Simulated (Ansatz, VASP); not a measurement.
Two plane-wave programs on Cd3O

```
Cd O
1.0
    -2.07179    2.07179    4.62790
     2.07179   -2.07179    4.62790
     2.07179    2.07179   -4.62790
Cd O
3 1
Direct
  0.50000 0.50000 0.00000
  0.25000 0.75000 0.50000
  0.75000 0.25000 0.50000
  0.00000 0.00000 0.00000
```

Alike in both runs: task relaxation of cell and atoms; functional PBE; k mesh 6 × 6 × 6; occupations gaussian, width 0.1 eV; no spin polarisation.

|  | VASP | Ansatz |
| --- | --- | --- |
| version | VASP 6.6.1 | Ansatz 0.2.0 |
| potentials or method | VASP PAW PBE potentials, release 64 (Cd_sv_GW, O), cutoff 600 eV | scalar-relativistic, plane waves, PAW |
| valence electrons in the cell | 66 | 66 |

|  | VASP | Ansatz | Ansatz less VASP |
| --- | --- | --- | --- |
| gap on the k mesh at the Fermi level, each at its own relaxed structure (eV) | none | none | - |
| relaxed volume (Å³/atom) | 18.13 | 18.36 | +0.236 |
| relaxed cell length with the largest relative difference (Å) | 5.517 | 5.642 | +0.1253 |

A gap of «none» marks a metal or a gap that the smearing closes.
